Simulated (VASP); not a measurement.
Runs of VASP 6.6.1 on La2O3. The structure is that of space group P-3m1 (No. 164), or close to it. The cells are those of the table. 

```tsv
task	level	cell	k mesh	cutoff (eV)	smearing	gap on the mesh (eV)	pressure (GPa)	largest force (eV/Å)
single point	PBE	a = 3.940, b = 3.940, c = 6.187 Å, angles 90.0, 90.0, 120.0°, 5 atoms	12 × 12 × 4	520	fermi-dirac 0.02 eV	3.85	(b)	0.01
single point	r2SCAN	a = 3.935, b = 3.935, c = 6.126 Å, angles 90.0, 90.0, 120.0°, 5 atoms	6 × 6 × 4	520	fermi-dirac 0.02 eV	4.24	-0.4	0.02
relaxation of cell and atoms	PBEsol	relaxed from a = 3.940, b = 3.940, c = 6.187 Å, angles 90.0, 90.0, 120.0°, 5 atoms	6 × 6 × 4	600	fermi-dirac 0.02 eV	3.78	0.0	-
single point	PBEsol	a = 3.906, b = 3.906, c = 6.041 Å, angles 90.0, 90.0, 120.0°, 5 atoms	6 × 6 × 4	520	fermi-dirac 0.02 eV	3.78	(a)	0.01
single point	PBE	a = 3.935, b = 3.935, c = 6.126 Å, angles 90.0, 90.0, 120.0°, 5 atoms	12 × 12 × 4	520	fermi-dirac 0.02 eV	3.86	1.0	0.04
single point	r2SCAN	a = 3.935, b = 3.935, c = 6.126 Å, angles 90.0, 90.0, 120.0°, 5 atoms	12 × 12 × 4	520	gaussian 0.01 eV	4.24	-0.4	0.02
```

Alike in all rows: potentials or basis VASP PAW PBE potentials, release 64 (La, O); no spin polarisation.

Q: Estimate the missing entries.

A: (a) -0.2; (b) -0.3.

Caveats: spin-orbit coupling is left out, which moves the levels of the heavy elements; the PAW data sets were made with another functional, which shifts forces and pressure a little (some runs).

A k mesh can miss the band edges, and the runs leave out spin-orbit coupling on La.
